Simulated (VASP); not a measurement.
A run of VASP 6.6.1:

The input INCAR:

```
SYSTEM = TiN
  ALGO = Normal
  EDIFF = 1E-6
  EDIFFG = -0.002
  ENCUT = 600
  GGA = PS
  IBRION = 2
  ISIF = 3
  ISMEAR = -1
  LASPH = .True.
  LCHARG = .False.
  LREAL = .False.
  LWAVE = .False.
  NELM = 100
  NSW = 100
  PREC = Accurate
  PSTRESS = 150.0
  SIGMA = 0.1
```

The input KPOINTS:

```
k-points
0
Gamma
  20 20 20
  0 0 0
```

The input POSCAR:

```
TiN
1.0
    0.0000000000      2.1022534160      2.1022534160
    2.1022534160      0.0000000000      2.1022534160
    2.1022534160      2.1022534160      0.0000000000
Ti N
1 1
Direct
    0.0000000000      0.0000000000      0.0000000000
    0.5000000000      0.5000000000      0.5000000000
```

Potentials or basis: VASP PAW PBE potentials, release 64 (Ti_sv, N).

Run with:

```sh
$ cat potpaw_PBE.64/Ti_sv/POTCAR potpaw_PBE.64/N/POTCAR > POTCAR
$ mpirun -np 1 vasp_std > vasp.out
```

Hardware: 1 thread of Intel(R) Xeon(R) Platinum 8259CL CPU @ 2.50GHz (Skylake/Cascade Lake), with other jobs on the host.

Question: Estimate the wall time of this run.

Answer: Wall time 3.5 min on 1 thread of Intel(R) Xeon(R) Platinum 8259CL CPU @ 2.50GHz (Skylake/Cascade Lake) (shared host), peak memory 0.21 GiB. Counts: scf iterations 54, k points 256, ion steps 6.
